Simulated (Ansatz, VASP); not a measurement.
**One calculation of Si8N, two programs**

```
Si N
1.0
     7.63103    0.00000    0.00000
     0.00000    6.31294    0.00000
     0.00000    0.00000   23.03187
Si N
16 2
Direct
  0.00000 0.93690 0.17367
  0.50000 0.93690 0.17367
  0.00000 0.56310 0.17367
  0.50000 0.56310 0.17367
  0.25000 0.43690 0.22150
  0.75000 0.43690 0.22150
  0.25000 0.06310 0.22150
  0.75000 0.06310 0.22150
  0.25000 0.93327 0.31772
  0.75000 0.93327 0.31772
  0.25000 0.56673 0.31772
  0.75000 0.56673 0.31772
  0.00000 0.42663 0.35741
  0.50000 0.42663 0.35741
  0.00000 0.07337 0.35741
  0.50000 0.07337 0.35741
  0.12500 0.92663 0.49201
  0.12500 0.92663 0.53977
```

Alike in both runs: task single point; functional PBE; dispersion D3(BJ); k mesh 4 × 4 × 1; occupations gaussian, width 0.05 eV; no spin polarisation.

|  | VASP | Ansatz |
| --- | --- | --- |
| version | VASP 6.6.1 | Ansatz 0.2.0 |
| potentials or method | VASP PAW PBE potentials, release 64 (Si, N), cutoff 520 eV | scalar-relativistic, plane waves, PAW |
| valence electrons in the cell | 74 | 74 |

```csv
,VASP,Ansatz,Ansatz less VASP
gap on the k mesh at the Fermi level (eV),none,none,-
rms of the force components (eV/Å),0.520,0.324,-0.1956
```

Atom by atom the forces differ by 0.346 eV/Å (rms over components). A gap of «none» marks a metal or a gap that the smearing closes. One of these differences is far larger than is usual between the two programs; its cause wasn't traced.

Noted on VASP's run: the standard files for N, O and F lose accuracy on very short bonds.
